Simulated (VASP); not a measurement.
Write the native input for VASP 6.6.1 that does the following.

- Task: relaxation of cell and atoms
- Functional: LDA
- Potentials or basis: VASP PAW LDA potentials, release 64 (Mg, B)
- Cutoff: 600 eV
- k mesh: 15 × 15 × 12
- Occupations: fermi-dirac, width 0.15 eV
- Spin: no spin polarisation
- Dipole correction: no
- Further INCAR settings: ALGO = Normal; EDIFF = 1e-07; IBRION = 2; EDIFFG = -0.001; NSW = 80; ISIF = 3

The structure of MgB2 (lda) lies in POSCAR:

```
MgB2
1.0
    3.0343890861      0.0000000000      0.0000000000
   -1.5171945430      2.6278580335      0.0000000000
    0.0000000000      0.0000000000      3.4597428544
Mg B
1 2
Direct
    0.0000000000      0.0000000000      0.0000000000
    0.3333333333      0.6666666667      0.5000000000
    0.6666666667      0.3333333333      0.5000000000
```

One way to write it, as run:

INCAR

```
PREC     = Accurate       # precision mode
ENCUT    = 600            # plane-wave cutoff, eV
EDIFF    = 1E-7           # SCF threshold, eV
ISMEAR   = -1             # smearing method
SIGMA    = 0.15           # smearing width, eV
LREAL    = False          # projectors in reciprocal space
LASPH    = True           # aspherical terms in the spheres
NELM     = 120            # most SCF steps
ALGO     = Normal         # electronic algorithm
ISIF     = 3              # what is computed and relaxed
LWAVE    = False          # write WAVECAR
LCHARG   = False          # write CHGCAR
IBRION   = 2              # ionic algorithm
NSW      = 80             # ionic steps
EDIFFG   = -0.001         # ionic threshold
GGA_COMPAT= False        
NELMIN   = 4
```

KPOINTS

```
regular mesh
0
Gamma
  15 15 12
```

Potentials or basis: VASP PAW LDA potentials, release 64 (Mg, B).

Launch:

```sh
$ cat potpaw_LDA.64/Mg/POTCAR potpaw_LDA.64/B/POTCAR > POTCAR
$ mpirun -np 1 vasp_std > vasp.out
```

It gave:

```
Relaxed volume                         : 9.16 Å³/atom
Relaxed cell                           : a = 3.034 Å, b = 3.034 Å, c = 3.448 Å, α = 90.00°, β = 90.00°, γ = 120.00°
Space group after relaxing (to 0.05 Å) : P6/mmm (No. 191)
Energy gained by relaxing              : 0.1 meV/atom
Ionic steps                            : 5
Pressure after relaxing                : 0.0 GPa
Band gap on the k mesh                 : zero (band 4 reaches 7.48 eV, above the bottom of band 5 at 3.51 eV)
```

Run time: 67 s on 1 thread of Intel Xeon 6455B, with other jobs on the host, peak memory 0.19 GiB.
